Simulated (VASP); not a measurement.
# BaZrO3 (Pm-3m) in VASP: notebook

BaZrO3 is run at these levels: PBE; tasks: single point, relaxation of cell and atoms.

Everything below comes from runs of VASP 6.6.1. Logs are shortened: lines on timing, memory, paths and dates and some standing lists are left out, and cuts for length are marked.

### 1 The cell of the first run

Symmetry: Pm-3m, No. 221, cubic system. The conventional cell has a = 4.159 Å, b = 4.159 Å, c = 4.159 Å, α = 90.00°, β = 90.00°, γ = 90.00°. Within 3.9 Å of Ba (site symmetry m-3m) lie 12 O at 2.94 Å and 8 Zr at 3.60 Å. Zr (site symmetry m-3m) has 6 O at 2.08 Å within 2.8 Å. O (site symmetry 4/mmm) has 2 Zr at 2.08 Å within 2.8 Å.

### 2 Single point, PBE

INCAR reads:

```
  PREC = Accurate
  ENCUT = 520
  EDIFF = 1E-7
  ISMEAR = 0
  SIGMA = 0.1
  LREAL = False
  LASPH = True
  NELM = 100
  ALGO = Normal
  ISIF = 2
  LWAVE = False
  LCHARG = False
  GGA = PE
  NBANDS = 28
```

KPOINTS reads:

```
Automatic mesh
0
Gamma
  4 4 4
```

POSCAR reads:

```
BaZrO3
1.0
    4.1592477096      0.0000000000      0.0000000000
    0.0000000000      4.1592477096      0.0000000000
    0.0000000000      0.0000000000      4.1592477096
Ba Zr O
1 1 3
Direct
    0.0000000000      0.0000000000      0.0000000000
    0.5000000000      0.5000000000      0.5000000000
    0.0000000000      0.5000000000      0.5000000000
    0.5000000000      0.0000000000      0.5000000000
    0.5000000000      0.5000000000      0.0000000000
```

Potentials or basis: VASP PAW PBE potentials, release 64 (Ba_sv, Zr_sv, O).

On the command line:

```console
cat potpaw_PBE.64/Ba_sv/POTCAR potpaw_PBE.64/Zr_sv/POTCAR potpaw_PBE.64/O/POTCAR > POTCAR
mpirun -np 1 vasp_std > vasp.out
```

OUTCAR:

```text
PREC = Accurate
   ENCUT = 520
   EDIFF = 1E-7
   ISMEAR = 0
   LREAL = False
   LASPH = True
   NELM = 100
   ISIF = 2
   GGA = PE

 ion  position               nearest neighbor table
   1  0.000  0.000  0.000-   3 2.94   4 2.94   5 2.94   3 2.94   4 2.94   3 2.94   5 2.94   3 2.94
                             4 2.94   5 2.94   4 2.94   5 2.94   2 3.60   2 3.60   2 3.60   2 3.60
   2  0.500  0.500  0.500-   3 2.08   4 2.08   5 2.08   5 2.08   4 2.08   3 2.08   1 3.60   1 3.60
                             1 3.60   1 3.60   1 3.60   1 3.60   1 3.60   1 3.60
   3  0.000  0.500  0.500-   2 2.08   2 2.08   1 2.94   1 2.94   1 2.94   1 2.94
   4  0.500  0.000  0.500-   2 2.08   2 2.08   1 2.94   1 2.94   1 2.94   1 2.94
   5  0.500  0.500  0.000-   2 2.08   2 2.08   1 2.94   1 2.94   1 2.94   1 2.94

  LATTYP: Found a simple cubic cell.
 ALAT       =     4.1592477096

  Lattice vectors:

 A1 = (   4.1592477096,   0.0000000000,   0.0000000000)
 A2 = (   0.0000000000,   4.1592477096,   0.0000000000)
 A3 = (   0.0000000000,   0.0000000000,   4.1592477096)

Analysis of symmetry for initial positions (statically):
=====================================================================
 Subroutine PRICEL returns:
 Original cell was already a primitive cell.

 Routine SETGRP: Setting up the symmetry group for a
 simple cubic supercell.

 Subroutine GETGRP returns: Found 48 space group operations
 (whereof 48 operations were pure point group operations)
 out of a pool of 48 trial point group operations.

The static configuration has the point symmetry O_h .

Analysis of symmetry for dynamics (positions and initial velocities):
=====================================================================
 Subroutine PRICEL returns:
 Original cell was already a primitive cell.

 Routine SETGRP: Setting up the symmetry group for a
 simple cubic supercell.

 Subroutine GETGRP returns: Found 48 space group operations
 (whereof 48 operations were pure point group operations)
 out of a pool of 48 trial point group operations.

The dynamic configuration has the point symmetry O_h .

 Subroutine INISYM returns: Found 48 space group operations
 (whereof 48 operations are pure point group operations),
 and found     1 'primitive' translations

----------------------------------------------------------------------------------------

                                     Primitive cell

  volume of cell :      71.9522

  direct lattice vectors                    reciprocal lattice vectors
     4.159247710  0.000000000  0.000000000     0.240428094  0.000000000  0.000000000
     0.000000000  4.159247710  0.000000000     0.000000000  0.240428094  0.000000000
     0.000000000  0.000000000  4.159247710     0.000000000  0.000000000  0.240428094

  length of vectors
     4.159247710  4.159247710  4.159247710     0.240428094  0.240428094  0.240428094

  position of ions in fractional coordinates (direct lattice)
     0.000000000  0.000000000  0.000000000
     0.500000000  0.500000000  0.500000000
     0.000000000  0.500000000  0.500000000
     0.500000000  0.000000000  0.500000000
     0.500000000  0.500000000  0.000000000

  ion indices of the primitive-cell ions
   primitive index   ion index
                 1           1
                 2           2
                 3           3
                 4           4
                 5           5

----------------------------------------------------------------------------------------

 KPOINTS: Automatic mesh

Automatic generation of k-mesh.
 Grid dimensions read from file:
 generate k-points for:    4    4    4

 Generating k-lattice:

  Cartesian coordinates                     Fractional coordinates (reciprocal lattice)
     0.060107024  0.000000000  0.000000000     0.250000000  0.000000000  0.000000000
     0.000000000  0.060107024  0.000000000     0.000000000  0.250000000  0.000000000
     0.000000000  0.000000000  0.060107024     0.000000000  0.000000000  0.250000000

  Length of vectors
     0.060107024  0.060107024  0.060107024

  Shift w.r.t. Gamma in fractional coordinates (k-lattice)
     0.000000000  0.000000000  0.000000000

 Subroutine IBZKPT returns following result:
 ===========================================

 Found     10 irreducible k-points:

 Following reciprocal coordinates:
            Coordinates               Weight
  0.000000  0.000000  0.000000      1.000000
  0.250000  0.000000  0.000000      6.000000
  0.500000  0.000000  0.000000      3.000000
  0.250000  0.250000  0.000000     12.000000
  0.500000  0.250000  0.000000     12.000000
  0.500000  0.500000  0.000000      3.000000
  0.250000  0.250000  0.250000      8.000000
  0.500000  0.250000  0.250000     12.000000
  0.500000  0.500000  0.250000      6.000000
  0.500000  0.500000  0.500000      1.000000
   k-points           NKPTS =     10   k-points in BZ     NKDIM =     10   number of bands    NBANDS=     28
   number of dos      NEDOS =    301   number of ions     NIONS =      5
   total plane-waves  NPLWV =  32768
   dimension x,y,z NGX =    32 NGY =   32 NGZ =   32
   dimension x,y,z NGXF=    64 NGYF=   64 NGZF=   64
   ions per type =               1   1   3
   NGX,Y,Z   is equivalent  to a cutoff of  12.79, 12.79, 12.79 a.u.
   NGXF,Y,Z  is equivalent  to a cutoff of  25.58, 25.58, 25.58 a.u.
 SYSTEM =  unknown system
   PREC   = accura    normal or accurate (medium, high low for compatibility)
   ISTART =      0    job   : 0-new  1-cont  2-samecut
   ICHARG =      2    charge: 1-file 2-atom 10-const
   ISPIN  =      1    spin polarized calculation?
   LNONCOLLINEAR =      F non collinear calculations
   LSORBIT =      F    spin-orbit coupling
   LASPH  =      T    aspherical Exc in radial PAW
   ENCUT  =  520.0 eV  38.22 Ry    6.18 a.u.   7.73  7.73  7.73*2*pi/ulx,y,z
   NELM   =    100;   NELMIN=  2; NELMDL= -5     # of ELM steps
   EDIFF  = 0.1E-06   stopping-criterion for ELM
   LREAL  =      F    real-space projection
   EDIFFG = 0.1E-05   stopping-criterion for IOM
   NSW    =      0    number of steps for IOM
   IBRION =     -1    ionic relax: 0-MD 1-quasi-New 2-CG
   NFREE  =      0    steps in history (QN), initial steepest desc. (CG)
   ISIF   =      2    stress and relaxation
   ISYM   =      2    0-nonsym 1-usesym 2-fastsym
   POTIM  = 0.5000    time-step for ionic-motion
   TEBEG  =    0.0;   TEEND  =   0.0 temperature during run
   PSTRESS=    0.0 pullay stress
   NELECT =      40.0000    total number of electrons
   NUPDOWN=      -1.0000    fix difference up-down
   EMIN   =  10.00;   EMAX   =-10.00  energy-range for DOS
   EFERMI =   0.00;   METHOD = LEGACY
   ISMEAR =     0;   SIGMA  =   0.10  broadening in eV -4-tet -1-fermi 0-gaus
   EFERMI_NEDOS =   21; number of points for ismear=-14 and -15
   IALGO  =     38    algorithm
   IMIX   =      4    mixing-type and parameters
     AMIX     =   0.40;   BMIX     =  1.00
     AMIX_MAG =   1.60;   BMIX_MAG =  1.00
  volume/ion in A,a.u.               =      14.39        97.11
  Fermi-wavevector in a.u.,A,eV,Ry     =   1.346108  2.543776 24.653864  1.812008
  Thomas-Fermi vector in A             =   2.473967
   LORBIT       =      0    0 simple, 1 ext, 2 COOP (PROOUT), +10 PAW based schemes
   GGA     = PE    functional components
   LHFCALC =     F    Hartree Fock is set to
   AEXX    =    0.0000 exact exchange contribution
   IVDW    =     0    specifies the selected vdW correction
   LEPSILON=     F    determine dielectric tensor
   LRPA    =     F    only Hartree local field effects (RPA)
 non-spin polarized calculation
 Gauss-broadening in eV      SIGMA  =   0.10
  energy-cutoff  :      520.00
  volume of cell :       71.95
 maximum number of plane-waves:      1956
 NGX is ok and might be reduce to    32
   NGX = 15   NGY = 15   NGZ = 15

 number of electron      40.0000012 magnetization

 Free energy of the ion-electron system (eV)
  ---------------------------------------------------
  ext. energy  EPLUGINS =         0.00000000
  ---------------------------------------------------
  free energy    TOTEN  =       -41.59914944 eV

  energy without entropy =      -41.59914944  energy(sigma->0) =      -41.59914944

 E-fermi :   4.5519     XC(G=0): -10.8883

 val. band max:        3.9589131189   @ k =   0.5000   0.5000   0.5000
 cond. band min:       7.1913129474   @ k =   0.0000   0.0000   0.0000
 fundamental gap:      3.2323998284
 Fermi energy:         4.5518941171

 k-point     1 :       0.0000    0.0000    0.0000
  band No.  band energies     occupation
      1     -42.9268      2.00000
      2     -21.2897      2.00000
      3     -21.1198      2.00000
      4     -21.1198      2.00000
      5     -21.1198      2.00000
      6     -12.4521      2.00000
[... 20 lines left out ...]
     27      11.6462      0.00000
     28      11.6462      0.00000

 k-point     2 :       0.2500    0.0000    0.0000
  band No.  band energies     occupation
      1     -42.9249      2.00000
      2     -21.4403      2.00000
      3     -21.1159      2.00000
      4     -21.1159      2.00000
      5     -21.0757      2.00000
      6     -12.5232      2.00000
[... 20 lines left out ...]
     27      11.6481      0.00000
     28      11.9687      0.00000

 k-point     3 :       0.5000    0.0000    0.0000
  band No.  band energies     occupation
      1     -42.9230      2.00000
      2     -21.5735      2.00000
      3     -21.1119      2.00000
      4     -21.1119      2.00000
      5     -21.0406      2.00000
      6     -12.6537      2.00000
[... 20 lines left out ...]
     27      11.6348      0.00000
     28      12.6259      0.00000

 k-point     4 :       0.2500    0.2500    0.0000
  band No.  band energies     occupation
      1     -42.9230      2.00000
      2     -21.4270      2.00000
      3     -21.2597      2.00000
      4     -21.1121      2.00000
      5     -21.0594      2.00000
      6     -12.4087      2.00000
[... 20 lines left out ...]
     27      12.1080      0.00000
     28      12.5340      0.00000

 k-point     5 :       0.5000    0.2500    0.0000
  band No.  band energies     occupation
      1     -42.9210      2.00000
      2     -21.5003      2.00000
      3     -21.2565      2.00000
      4     -21.1083      2.00000
      5     -21.0951      2.00000
      6     -12.4205      2.00000
[... 20 lines left out ...]
     27      12.2895      0.00000
     28      12.6960      0.00000

 k-point     6 :       0.5000    0.5000    0.0000
  band No.  band energies     occupation
      1     -42.9191      2.00000
      2     -21.3921      2.00000
      3     -21.3921      2.00000
      4     -21.1845      2.00000
      5     -21.1047      2.00000
      6     -12.3129      2.00000
[... 20 lines left out ...]
     27      13.3321      0.00000
     28      13.3324      0.00000

 k-point     7 :       0.2500    0.2500    0.2500
  band No.  band energies     occupation
      1     -42.9210      2.00000
      2     -21.3923      2.00000
      3     -21.2550      2.00000
      4     -21.2550      2.00000
      5     -21.0697      2.00000
      6     -11.9949      2.00000
[... 20 lines left out ...]
     27      12.4836      0.00000
     28      12.4836      0.00000

 k-point     8 :       0.5000    0.2500    0.2500
  band No.  band energies     occupation
      1     -42.9191      2.00000
      2     -21.4501      2.00000
      3     -21.2535      2.00000
      4     -21.2502      2.00000
      5     -21.1231      2.00000
      6     -11.9524      2.00000
[... 20 lines left out ...]
     27      11.7182      0.00000
     28      12.8828      0.00000

 k-point     9 :       0.5000    0.5000    0.2500
  band No.  band energies     occupation
      1     -42.9172      2.00000
      2     -21.3866      2.00000
      3     -21.3866      2.00000
      4     -21.2472      2.00000
      5     -21.1645      2.00000
      6     -11.7645      2.00000
[... 20 lines left out ...]
     27      12.2246      0.00000
     28      13.5129      0.00000

 k-point    10 :       0.5000    0.5000    0.5000
  band No.  band energies     occupation
      1     -42.9153      2.00000
      2     -21.3810      2.00000
      3     -21.3810      2.00000
      4     -21.3810      2.00000
      5     -21.1443      2.00000
      6     -11.1646      2.00000
[... 20 lines left out ...]
     27      13.2541      0.00000
     28      13.2541      0.00000

------------------------ aborting loop because EDIFF is reached ----------------------------------------

  FORCE on cell =-STRESS in cart. coord.  units (eV):
  Direction    XX          YY          ZZ          XY          YZ          ZX
  --------------------------------------------------------------------------------------
  -------------------------------------------------------------------------------------
  Total        4.1709073      4.1709073      4.1709073     -0.0000000     -0.0000000     -0.0000000
  in kB       92.8745580     92.8745580     92.8745580     -0.0000000     -0.0000000     -0.0000000
  external PRESSURE =      92.8745580 kB  Pullay stress =       0.0000000 kB

 VOLUME and BASIS-vectors are now :
 -----------------------------------------------------------------------------
  energy-cutoff  :      520.00
  volume of cell :       71.95
      direct lattice vectors                 reciprocal lattice vectors
     4.159247710  0.000000000  0.000000000     0.240428094  0.000000000  0.000000000
     0.000000000  4.159247710  0.000000000     0.000000000  0.240428094  0.000000000
     0.000000000  0.000000000  4.159247710     0.000000000  0.000000000  0.240428094

 POSITION                                       TOTAL-FORCE (eV/Angst)
 -----------------------------------------------------------------------------------
      0.00000      0.00000      0.00000         0.000000      0.000000      0.000000
      2.07962      2.07962      2.07962         0.000000      0.000000      0.000000
      0.00000      2.07962      2.07962         0.000000      0.000000      0.000000
      2.07962      0.00000      2.07962         0.000000      0.000000      0.000000
      2.07962      2.07962      0.00000         0.000000      0.000000      0.000000
 -----------------------------------------------------------------------------------
    total drift:                                0.000000     -0.000000     -0.000000

  FREE ENERGIE OF THE ION-ELECTRON SYSTEM (eV)
  ---------------------------------------------------
  free  energy   TOTEN  =       -41.5991494440 eV

  energy  without entropy=      -41.5991494440  energy(sigma->0) =      -41.59914944
```

Run time: 19 s. Hardware: 1 thread of Intel Xeon Platinum 8488C (Sapphire Rapids), shared host; peak memory 0.18 GiB.

Results:

```yaml
Free_energy: -41.5991 eV
Pressure: 9.3 GPa
Band_gap_on_the_k_mesh: 3.23 eV, indirect (least direct gap 3.43 eV)
```

Caveat: spin-orbit coupling is left out, which moves the levels of the heavy elements. Expect the measured gap to be larger: semilocal functionals such as PBE lack the derivative discontinuity.

(Part 1 of 2 ends here.)
